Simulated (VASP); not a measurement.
# Sn (Im-3m) in VASP: notebook, part 2 of 2

VASP 6.6.1. Earlier steps stand in the parts before.

## Step 3: Single point, PBE

Contents of INCAR:

```
PREC = Accurate
ENCUT = 520
EDIFF = 1E-6
ISMEAR = -1
SIGMA = 0.1
LREAL = F
LASPH = T
NELM = 80
ALGO = Normal
ISIF = 2
LWAVE = F
LCHARG = F
GGA = PE
NBANDS = 13
```

Contents of KPOINTS:

```
Automatic mesh
0
Gamma
  15 15 15
```

Contents of POSCAR:

```
Sn
1.0
   -1.7774498229      1.7774498229      1.7774498229
    1.7774498229     -1.7774498229      1.7774498229
    1.7774498229      1.7774498229     -1.7774498229
Sn
1
Direct
    0.0000000000      0.0000000000      0.0000000000
```

Potentials or basis: VASP PAW PBE potentials, release 64 (Sn_d).

Command:

```sh
$ cat potpaw_PBE.64/Sn_d/POTCAR > POTCAR
$ mpirun -np 1 vasp_std > vasp.out
```

OUTCAR:

```text
PREC = Accurate
   ENCUT = 520
   EDIFF = 1E-6
   ISMEAR = -1
   LREAL = F
   LASPH = T
   NELM = 80
   ISIF = 2
   GGA = PE

 ion  position               nearest neighbor table
   1  0.000  0.000  0.000-

  LATTYP: Found a body centered cubic cell.
 ALAT       =     3.5548996458

  Lattice vectors:

 A1 = (  -1.7774498229,   1.7774498229,   1.7774498229)
 A2 = (   1.7774498229,  -1.7774498229,   1.7774498229)
 A3 = (   1.7774498229,   1.7774498229,  -1.7774498229)

Analysis of symmetry for initial positions (statically):
=====================================================================
 Subroutine PRICEL returns:
 Original cell was already a primitive cell.

 Routine SETGRP: Setting up the symmetry group for a
 body centered cubic supercell.

 Subroutine GETGRP returns: Found 48 space group operations
 (whereof 48 operations were pure point group operations)
 out of a pool of 48 trial point group operations.

The static configuration has the point symmetry O_h .

Analysis of symmetry for dynamics (positions and initial velocities):
=====================================================================
 Subroutine PRICEL returns:
 Original cell was already a primitive cell.

 Routine SETGRP: Setting up the symmetry group for a
 body centered cubic supercell.

 Subroutine GETGRP returns: Found 48 space group operations
 (whereof 48 operations were pure point group operations)
 out of a pool of 48 trial point group operations.

The dynamic configuration has the point symmetry O_h .

 Subroutine INISYM returns: Found 48 space group operations
 (whereof 48 operations are pure point group operations),
 and found     1 'primitive' translations

----------------------------------------------------------------------------------------

                                     Primitive cell

  volume of cell :      22.4622
[... 106 lines left out ...]
     AMIX     =   0.40;   BMIX     =  1.00
     AMIX_MAG =   1.60;   BMIX_MAG =  1.00
  volume/ion in A,a.u.               =      22.46       151.58
  Fermi-wavevector in a.u.,A,eV,Ry     =   1.398407  2.642605 26.606755  1.955541
  Thomas-Fermi vector in A             =   2.521568
   LORBIT       =      0    0 simple, 1 ext, 2 COOP (PROOUT), +10 PAW based schemes
   GGA     = PE    functional components
   LHFCALC =     F    Hartree Fock is set to
   AEXX    =    0.0000 exact exchange contribution
   IVDW    =     0    specifies the selected vdW correction
   LEPSILON=     F    determine dielectric tensor
   LRPA    =     F    only Hartree local field effects (RPA)
 non-spin polarized calculation
  energy-cutoff  :      520.00
  volume of cell :       22.46
 maximum number of plane-waves:       618
   NGX = 11   NGY = 11   NGZ = 11

 number of electron      13.9999992 magnetization

 Free energy of the ion-electron system (eV)
  ---------------------------------------------------
  ext. energy  EPLUGINS =         0.00000000
  ---------------------------------------------------
  free energy    TOTEN  =        -3.57265372 eV

  energy without entropy =       -3.55776317  energy(sigma->0) =       -3.56520845

 E-fermi :  10.5922     XC(G=0): -11.2954

 val. band max:       10.5232778260   @ k =  -0.3333   0.3333   0.2000
 cond. band min:      10.6211710256   @ k =  -0.3333   0.4667   0.1333
 fundamental gap:      0.0978931996
 Fermi energy:        10.5921685750

 k-point     1 :       0.0000    0.0000    0.0000
  band No.  band energies     occupation
      1     -11.1171      2.00000
      2     -11.1171      2.00000
      3     -11.1171      2.00000
      4     -10.8746      2.00000
      5     -10.8746      2.00000
      6      -1.9943      2.00000
      7      20.5492      0.00000
      8      20.5492      0.00000
      9      20.5492      0.00000
     10      23.0788      0.00000
     11      23.0788      0.00000
     12      23.0788      0.00000
     13      24.9009      0.00000
[... 354 lines left out ...]
  band No.  band energies     occupation
      1     -11.1628      2.00000
      2     -11.0480      2.00000
      3     -10.9123      2.00000
      4     -10.8872      2.00000
      5     -10.7865      2.00000
      6       4.6095      2.00000
      7       6.0070      2.00000
      8      10.6584      0.68043
      9      15.4578      0.00000
     10      21.4534      0.00000
     11      25.3076      0.00000
     12      25.4754      0.00000
     13      25.9828      0.00000

 [... further k-points ...]
[... 5 lines left out ...]
  --------------------------------------------------------------------------------------
  -------------------------------------------------------------------------------------
  Total        2.2438255      2.2438255      2.2438255      0.0000000      0.0000000      0.0000000
  in kB      160.0470315    160.0470315    160.0470315      0.0000000      0.0000000      0.0000000
  external PRESSURE =     160.0470315 kB  Pullay stress =       0.0000000 kB

 VOLUME and BASIS-vectors are now :
 -----------------------------------------------------------------------------
  energy-cutoff  :      520.00
  volume of cell :       22.46
      direct lattice vectors                 reciprocal lattice vectors
    -1.777449823  1.777449823  1.777449823     0.000000000  0.281301893  0.281301893
     1.777449823 -1.777449823  1.777449823     0.281301893  0.000000000  0.281301893
     1.777449823  1.777449823 -1.777449823     0.281301893  0.281301893  0.000000000

 POSITION                                       TOTAL-FORCE (eV/Angst)
 -----------------------------------------------------------------------------------
      0.00000      0.00000      0.00000         0.000000      0.000000      0.000000
 -----------------------------------------------------------------------------------
    total drift:                               -0.000000      0.000000      0.000000

  FREE ENERGIE OF THE ION-ELECTRON SYSTEM (eV)
  ---------------------------------------------------
  free  energy   TOTEN  =        -3.5726537240 eV

  energy  without entropy=       -3.5577631725  energy(sigma->0) =       -3.56520845
```

Wall time 22 s (1 thread of Intel Xeon 8259CL, shared host); peak memory 0.16 GiB.

What came out:

```yaml
Free_energy: -3.5727 eV
Pressure: 16.0 GPa
Band_gap_on_the_k_mesh: zero (bands 7 and 8 overlap by 13.06 eV)
```

Levels at points of the mesh, in eV from the Fermi level:
```csv
k point,band 3,band 4,band 5,band 6,band 7,band 8,band 9,band 10,band 11,band 12
"(0.00, 0.00, 0.00)",-21.71,-21.47,-21.47,-12.59,9.96,9.96,9.96,12.49,12.49,12.49
```

Caveat: the cell stands under pressure; spin-orbit coupling is left out, which moves the levels of the heavy elements.

## Step 4: Single point, PBE

This run uses another cell than the first one, of 27.63 Å³/atom.

Contents of INCAR:

```
SYSTEM = Sn
ALGO = Normal
EDIFF = 1E-6
ENCUT = 520
GGA = PE
ISIF = 2
ISMEAR = -1
LASPH = .TRUE.
LCHARG = .FALSE.
LREAL = .FALSE.
LWAVE = .FALSE.
NBANDS = 13
NELM = 80
PREC = Accurate
SIGMA = 0.1
```

Contents of KPOINTS:

```
k-points
0
G
  15 15 15
  0 0 0
```

Contents of POSCAR:

```
Sn
1.0
   -1.9044394432      1.9044394432      1.9044394432
    1.9044394432     -1.9044394432      1.9044394432
    1.9044394432      1.9044394432     -1.9044394432
Sn
1
Direct
    0.0000000000      0.0000000000      0.0000000000
```

Command:

```sh
$ cat potpaw_PBE.64/Sn_d/POTCAR > POTCAR
$ mpirun -np 1 vasp_std > vasp.out
```

Run time: 59 s. Hardware: 1 thread of Intel Xeon 8259CL, shared host; peak memory 0.18 GiB.

It converged, with:

```yaml
Free_energy: -3.7826 eV
Pressure: -0.1 GPa
Band_gap_on_the_k_mesh: zero (bands 7 and 8 overlap by 10.23 eV)
```

Levels at points of the mesh, in eV from the Fermi level:
```csv
k point,band 5,band 6,band 7,band 8,band 9,band 10
"(0.00, 0.00, 0.00)",-21.42,-10.97,7.82,7.82,7.82,12.08
```

Caveat: spin-orbit coupling is left out, which moves the levels of the heavy elements.

## Step 5: Relaxation of cell and atoms, PBE, target pressure 16 GPa, at which the enthalpy is minimised

Contents of INCAR:

```
  PREC = Accurate
  ENCUT = 600
  EDIFF = 1E-6
  ISMEAR = -1
  SIGMA = 0.1
  LREAL = False
  LASPH = True
  NELM = 60
  ALGO = Normal
  ISIF = 3
  LWAVE = False
  LCHARG = False
  GGA = PE
  IBRION = 2
  NSW = 60
  EDIFFG = -0.005
  PSTRESS = 160.0
```

Contents of KPOINTS:

```
Automatic mesh
0
Gamma
  15 15 15
```

Contents of POSCAR:

```
Sn
1.0
   -1.7774498229      1.7774498229      1.7774498229
    1.7774498229     -1.7774498229      1.7774498229
    1.7774498229      1.7774498229     -1.7774498229
Sn
1
Direct
    0.0000000000      0.0000000000      0.0000000000
```

Command:

```sh
$ cat potpaw_PBE.64/Sn_d/POTCAR > POTCAR
$ mpirun -np 1 vasp_std > vasp.out
```

Wall time 85 s (1 thread of Intel Xeon 8259CL, shared host); peak memory 0.18 GiB.

The run converged. Its results:

```
Free energy                                                : -3.5735 eV
Relaxed volume                                             : 22.47 Å³/atom
Relaxed cell                                               : a = 3.079 Å, b = 3.079 Å, c = 3.079 Å, α = 109.47°, β = 109.47°, γ = 109.47°
Space group after relaxing (to 0.1 Å)                      : Im-3m (No. 229)
Energy change on relaxing (the run minimises the enthalpy) : -0.8 meV/atom
Ionic steps                                                : 3
Pressure after relaxing                                    : 16.0 GPa
Band gap on the k mesh                                     : zero (bands 7 and 8 overlap by 13.05 eV)
```

Step by step:
```tsv
step	energy change (eV)	largest force (eV/Å)	pressure (GPa)	volume (Å³)
1	0.0000	0.0000	16.06	22.46
2	-0.0027	0.0000	15.86	22.49
3	-0.0008	0.0000	16.00	22.47
```

Final structure:
```xyz
1
Lattice="-1.7777 1.7777 1.7777 1.7777 -1.7777 1.7777 1.7777 1.7777 -1.7777" Properties=species:S:1:pos:R:3 pbc="T T T"
Sn    0.0000    0.0000    0.0000
```

Levels at points of the mesh, in eV from the Fermi level:
```tsv
k point	band 3	band 4	band 5	band 6	band 7	band 8	band 9	band 10	band 11
(0.00, 0.00, 0.00)	-21.71	-21.47	-21.47	-12.58	9.95	9.95	9.95	12.49	12.49
```

Caveat: the cell is relaxed towards a set pressure, so the run minimises the enthalpy, not the energy; spin-orbit coupling is left out, which moves the levels of the heavy elements.

## Step 6: The runs side by side

```tsv
task	cell	cutoff (eV)	gap on the mesh (eV)	pressure (GPa)
single point	a = 3.079 Å, angles 109.5°, 1 atom	520	none	16.0
single point	a = 3.299 Å, angles 109.5°, 1 atom	520	none	-0.1
relaxation of cell and atoms	relaxed to 16 GPa from a = 3.079 Å, angles 109.5°, 1 atom	600	none	16.0
```

Alike in all rows: level PBE; potentials or basis VASP PAW PBE potentials, release 64 (Sn_d); no spin polarisation; k mesh 15 × 15 × 15; smearing fermi-dirac 0.1 eV.

Caveats: spin-orbit coupling is left out, which moves the levels of the heavy elements; the cell stands under pressure (at least some runs); the cell is relaxed towards a set pressure, so the run minimises the enthalpy, not the energy (at least some runs).

Absolute energies hang on the potentials; compare differences alone.
